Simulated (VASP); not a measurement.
# V (P6_3/mmc) in VASP: notebook

V is run at these levels: PBEsol; tasks: single point.

Everything below comes from runs of VASP 6.6.1. Logs are shortened: lines on timing, memory, paths and dates and some standing lists are left out, and cuts for length are marked.

## Step 1: The cell of the first run

Symmetry: P6_3/mmc, No. 194, hexagonal system. The conventional cell has a = 2.656 Å, b = 2.656 Å, c = 9.438 Å, α = 90.00°, β = 90.00°, γ = 120.00°. Within 3.5 Å of V (site symmetry -3m) lie 12 V at 2.66 to 2.81 Å. V (site symmetry -6m2) has 12 V at 2.66 to 2.81 Å within 3.5 Å.

This isn't the form of V at room conditions, which is bcc.

## Step 2: Single point, PBEsol (14.41 Å³/atom)

File INCAR:

```
PREC = Accurate
ENCUT = 520
EDIFF = 1E-6
ISMEAR = -1
SIGMA = 0.1
LREAL = False
LASPH = True
NELM = 80
ALGO = Normal
ISIF = 2
LWAVE = False
LCHARG = False
GGA = PS
NBANDS = 34
```

File KPOINTS:

```
Automatic mesh
0
Gamma
  16 16 4
```

File POSCAR:

```
V
1.0
    2.6558482536      0.0000000000      0.0000000000
   -1.3279241268      2.3000320562      0.0000000000
    0.0000000000      0.0000000000      9.4378495494
V
4
Direct
    0.0000000000      1.0000000000      1.0000000000
    0.0000000000      1.0000000000      0.5000000000
    0.3333333333      0.6666666667      0.2500000000
    0.6666666667      0.3333333333      0.7500000000
```

Potentials or basis: VASP PAW PBE potentials, release 64 (V_sv).

The run is started by

```console
> cat potpaw_PBE.64/V_sv/POTCAR > POTCAR
> mpirun -np 1 vasp_std > vasp.out
```

OUTCAR:

```text
PREC = Accurate
   ENCUT = 520
   EDIFF = 1E-6
   ISMEAR = -1
   LREAL = False
   LASPH = True
   NELM = 80
   ISIF = 2
   GGA = PS

 ion  position               nearest neighbor table
   1  0.000  0.000  0.000-   3 2.81   4 2.81   3 2.81   4 2.81   4 2.81   3 2.81
   2  0.000  0.000  0.500-   3 2.81   4 2.81   3 2.81   4 2.81   4 2.81   3 2.81
   3  0.333  0.667  0.250-   1 2.81   2 2.81   1 2.81   2 2.81   1 2.81   2 2.81
   4  0.667  0.333  0.750-   1 2.81   2 2.81   1 2.81   2 2.81   1 2.81   2 2.81

  LATTYP: Found a hexagonal cell.
 ALAT       =     2.6558482536
 C/A-ratio  =     3.5536102398

  Lattice vectors:

 A1 = (   2.6558482536,   0.0000000000,   0.0000000000)
 A2 = (  -1.3279241268,   2.3000320562,   0.0000000000)
 A3 = (   0.0000000000,   0.0000000000,   9.4378495494)

Analysis of symmetry for initial positions (statically):
=====================================================================
 Subroutine PRICEL returns:
 Original cell was already a primitive cell.

 Routine SETGRP: Setting up the symmetry group for a
 hexagonal supercell.

 Subroutine GETGRP returns: Found 24 space group operations
 (whereof 12 operations were pure point group operations)
 out of a pool of 24 trial point group operations.

The static configuration has the point symmetry D_3d.
 The point group associated with its full space group is D_6h.

Analysis of symmetry for dynamics (positions and initial velocities):
=====================================================================
 Subroutine PRICEL returns:
 Original cell was already a primitive cell.

 Routine SETGRP: Setting up the symmetry group for a
 hexagonal supercell.

 Subroutine GETGRP returns: Found 24 space group operations
 (whereof 12 operations were pure point group operations)
 out of a pool of 24 trial point group operations.

The dynamic configuration has the point symmetry D_3d.
 The point group associated with its full space group is D_6h.

 Subroutine INISYM returns: Found 24 space group operations
 (whereof 12 operations are pure point group operations),
 and found     1 'primitive' translations

----------------------------------------------------------------------------------------

                                     Primitive cell

  volume of cell :      57.6514

  direct lattice vectors                    reciprocal lattice vectors
     2.655848254  0.000000000  0.000000000     0.376527536  0.217388275  0.000000000
[... 90 lines left out ...]
   EDIFF  = 0.1E-05   stopping-criterion for ELM
   LREAL  =      F    real-space projection
   EDIFFG = 0.1E-04   stopping-criterion for IOM
   NSW    =      0    number of steps for IOM
   IBRION =     -1    ionic relax: 0-MD 1-quasi-New 2-CG
   NFREE  =      0    steps in history (QN), initial steepest desc. (CG)
   ISIF   =      2    stress and relaxation
   ISYM   =      2    0-nonsym 1-usesym 2-fastsym
   POTIM  = 0.5000    time-step for ionic-motion
   TEBEG  =    0.0;   TEEND  =   0.0 temperature during run
   PSTRESS=    0.0 pullay stress
   NELECT =      52.0000    total number of electrons
   NUPDOWN=      -1.0000    fix difference up-down
   EMIN   =  10.00;   EMAX   =-10.00  energy-range for DOS
   EFERMI =   0.00;   METHOD = LEGACY
   ISMEAR =    -1;   SIGMA  =   0.10  broadening in eV -4-tet -1-fermi 0-gaus
   EFERMI_NEDOS =   21; number of points for ismear=-14 and -15
   IALGO  =     38    algorithm
   IMIX   =      4    mixing-type and parameters
     AMIX     =   0.40;   BMIX     =  1.00
     AMIX_MAG =   1.60;   BMIX_MAG =  1.00
  volume/ion in A,a.u.               =      14.41        97.26
  Fermi-wavevector in a.u.,A,eV,Ry     =   1.581755  2.989084 34.041081  2.501949
  Thomas-Fermi vector in A             =   2.681782
   LORBIT       =      0    0 simple, 1 ext, 2 COOP (PROOUT), +10 PAW based schemes
   GGA     = PS    functional components
   LHFCALC =     F    Hartree Fock is set to
   AEXX    =    0.0000 exact exchange contribution
   IVDW    =     0    specifies the selected vdW correction
   LEPSILON=     F    determine dielectric tensor
   LRPA    =     F    only Hartree local field effects (RPA)
 non-spin polarized calculation
  energy-cutoff  :      520.00
  volume of cell :       57.65
 maximum number of plane-waves:      1583
 NGX is ok and might be reduce to    20
   NGX =  9   NGY =  9   NGZ = 35

 number of electron      51.9999980 magnetization

 Free energy of the ion-electron system (eV)
  ---------------------------------------------------
  ext. energy  EPLUGINS =         0.00000000
  ---------------------------------------------------
  free energy    TOTEN  =       -37.45951183 eV

  energy without entropy =      -37.23096923  energy(sigma->0) =      -37.34524053

 E-fermi :   9.0515     XC(G=0): -12.6803

 val. band max:        9.0438062119   @ k =   0.3750   0.1250   0.2500
 cond. band min:       9.0538812711   @ k =   0.3125   0.1875   0.2500
 fundamental gap:      0.0100750592
 Fermi energy:         9.0515214705

 k-point     1 :       0.0000    0.0000    0.0000
  band No.  band energies     occupation
      1     -54.7727      2.00000
      2     -54.7393      2.00000
      3     -54.6967      2.00000
      4     -54.6628      2.00000
      5     -28.9544      2.00000
      6     -28.6717      2.00000
[... 877 lines left out ...]
     33      11.1000      0.00000
     34      11.8454      0.00000

 [... further k-points ...]

------------------------ aborting loop because EDIFF is reached ----------------------------------------

  FORCE on cell =-STRESS in cart. coord.  units (eV):
  Direction    XX          YY          ZZ          XY          YZ          ZX
  --------------------------------------------------------------------------------------
  -------------------------------------------------------------------------------------
  Total       -4.3453623     -4.3453623     -4.4917906     -0.0000000      0.0000000     -0.0000000
  in kB     -120.7609117   -120.7609117   -124.8302627     -0.0000000      0.0000000     -0.0000000
  external PRESSURE =    -122.1173620 kB  Pullay stress =       0.0000000 kB

 VOLUME and BASIS-vectors are now :
 -----------------------------------------------------------------------------
  energy-cutoff  :      520.00
  volume of cell :       57.65
      direct lattice vectors                 reciprocal lattice vectors
     2.655848254  0.000000000  0.000000000     0.376527536  0.217388275  0.000000000
    -1.327924127  2.300032056  0.000000000     0.000000000  0.434776549  0.000000000
     0.000000000  0.000000000  9.437849549     0.000000000  0.000000000  0.105956340

 POSITION                                       TOTAL-FORCE (eV/Angst)
 -----------------------------------------------------------------------------------
      0.00000      0.00000      0.00000         0.000000      0.000000      0.000000
      0.00000      0.00000      4.71892         0.000000      0.000000      0.000000
     -0.00000      1.53335      2.35946         0.000000      0.000000      0.000000
      1.32792      0.76668      7.07839        -0.000000     -0.000000     -0.000000
 -----------------------------------------------------------------------------------
    total drift:                                0.000000     -0.000000      0.000000

  FREE ENERGIE OF THE ION-ELECTRON SYSTEM (eV)
  ---------------------------------------------------
  free  energy   TOTEN  =       -37.4595118256 eV

  energy  without entropy=      -37.2309692261  energy(sigma->0) =      -37.34524053
```

stdout:

```text
POSCAR found type information on POSCAR V
 POSCAR found :  1 types and       4 ions
 scaLAPACK will be used
 -----------------------------------------------------------------------------
|                                                                             |
|                                                                             |
|     You enforced a specific xc type in the INCAR file but a different       |
|     I HOPE YOU KNOW WHAT YOU ARE DOING!                                     |
|                                                                             |
 -----------------------------------------------------------------------------

 LDA part: xc-table for (Slater+PW92), standard interpolation
 POSCAR, INCAR and KPOINTS ok, starting setup
 FFT: planning ... GRIDC
 FFT: planning ... GRID_SOFT
 FFT: planning ... GRID
 WAVECAR not read
 entering main loop
```

Run time: 4.6 min. Hardware: 1 thread of Intel Xeon 8259CL, shared host; peak memory 0.26 GiB.

Results:

```yaml
Free_energy: -37.4595 eV
Pressure: -12.2 GPa
Band_gap_on_the_k_mesh: zero (bands 26 and 27 overlap by 0.90 eV)
```

Stress tensor (GPa, compression positive):
```
-12.08   0.00   0.00
  0.00 -12.08   0.00
  0.00   0.00 -12.48
```

Levels at points of the mesh, in eV from the Fermi level:
```tsv
k point	band 23	band 24	band 25	band 26	band 27	band 28	band 29	band 30
(0.00, 0.00, 0.00)	-0.39	-0.07	0.25	0.25	0.31	0.31	0.50	0.50
(0.50, 0.00, 0.00)	-1.71	-0.77	-0.22	0.26	0.50	1.52	1.55	1.70
(0.00, 0.00, 0.50)	-0.56	-0.56	0.31	0.31	0.31	0.31	0.49	0.49
(0.50, 0.00, 0.50)	-0.89	-0.89	0.46	0.46	0.78	0.78	1.06	1.06
```

Caveat: the cell stands under tension; the PAW data sets were made with another functional, which shifts forces and pressure a little.

## Step 3: Single point, PBEsol (14.95 Å³/atom)

This run uses another cell than the first one, of 14.95 Å³/atom.

File INCAR:

```
SYSTEM = V
PREC = Accurate ; ENCUT = 520
EDIFF = 1E-6 ; ISMEAR = -1
SIGMA = 0.1 ; LREAL = .False.
LASPH = .True. ; NELM = 100
ALGO = Normal ; ISIF = 2
LWAVE = .False. ; LCHARG = .True.
GGA = PS ; LELF = .True.
LVHAR = .True. ; NBANDS = 34
```

File KPOINTS:

```
regular mesh
0
Gamma
  16 16 4
  0 0 0
```

File POSCAR:

```
V
1.0
    2.6882398393      0.0000000000      0.0000000000
   -1.3441199196      2.3280839923      0.0000000000
    0.0000000000      0.0000000000      9.5529566199
V
4
Direct
    0.0000000000      1.0000000000      1.0000000000
    0.0000000000      1.0000000000      0.5000000000
    0.3333333333      0.6666666667      0.2500000000
    0.6666666667      0.3333333333      0.7500000000
```

Potentials or basis: VASP PAW PBE potentials, release 64 (V_sv).

The run is started by

```console
> cat potpaw_PBE.64/V_sv/POTCAR > POTCAR
> mpirun -np 1 vasp_std > vasp.out
```

OUTCAR:

```text
SYSTEM = V
   PREC = Accurate
   ENCUT = 520
   EDIFF = 1E-6
   ISMEAR = -1
   LREAL = .False.
   LASPH = .True.
   NELM = 100
   ISIF = 2
   GGA = PS

 ion  position               nearest neighbor table
   1  0.000  0.000  0.000-   3 2.85   4 2.85   3 2.85   4 2.85   4 2.85   3 2.85
   2  0.000  0.000  0.500-   3 2.85   4 2.85   3 2.85   4 2.85   4 2.85   3 2.85
   3  0.333  0.667  0.250-   1 2.85   2 2.85   1 2.85   2 2.85   1 2.85   2 2.85
   4  0.667  0.333  0.750-   1 2.85   2 2.85   1 2.85   2 2.85   1 2.85   2 2.85

  LATTYP: Found a hexagonal cell.
[... 1090 lines left out ...]
  --------------------------------------------------------------------------------------
  -------------------------------------------------------------------------------------
  Total       -6.2354623     -6.2354623     -6.3734360     -0.0000000     -0.0000000      0.0000000
  in kB     -167.0993552   -167.0993552   -170.7968076     -0.0000000     -0.0000000      0.0000000
  external PRESSURE =    -168.3318393 kB  Pullay stress =       0.0000000 kB

 VOLUME and BASIS-vectors are now :
 -----------------------------------------------------------------------------
  energy-cutoff  :      520.00
  volume of cell :       59.79
      direct lattice vectors                 reciprocal lattice vectors
     2.688239839  0.000000000  0.000000000     0.371990618  0.214768884  0.000000000
    -1.344119920  2.328083992  0.000000000     0.000000000  0.429537767  0.000000000
     0.000000000  0.000000000  9.552956620     0.000000000  0.000000000  0.104679634

 POSITION                                       TOTAL-FORCE (eV/Angst)
 -----------------------------------------------------------------------------------
      0.00000      0.00000      0.00000        -0.000000      0.000000      0.000000
      0.00000      0.00000      4.77648         0.000000      0.000000      0.000000
     -0.00000      1.55206      2.38824        -0.000000     -0.000000     -0.000000
      1.34412      0.77603      7.16472         0.000000      0.000000      0.000000
 -----------------------------------------------------------------------------------
    total drift:                                0.000000     -0.000000      0.000000

  FREE ENERGIE OF THE ION-ELECTRON SYSTEM (eV)
  ---------------------------------------------------
  free  energy   TOTEN  =       -37.2658376964 eV

  energy  without entropy=      -37.0268308943  energy(sigma->0) =      -37.14633430
```

Run time: 4.7 min. Hardware: 1 thread of Intel Xeon 8259CL, shared host; peak memory 0.26 GiB.

What came out:

| Item | Value |
| --- | --- |
| Free energy | -37.2658 eV |
| Pressure | -16.8 GPa |
| Band gap on the k mesh | zero (bands 26 and 27 overlap by 0.83 eV) |

Caveat: the cell stands under tension; the PAW data sets were made with another functional, which shifts forces and pressure a little.
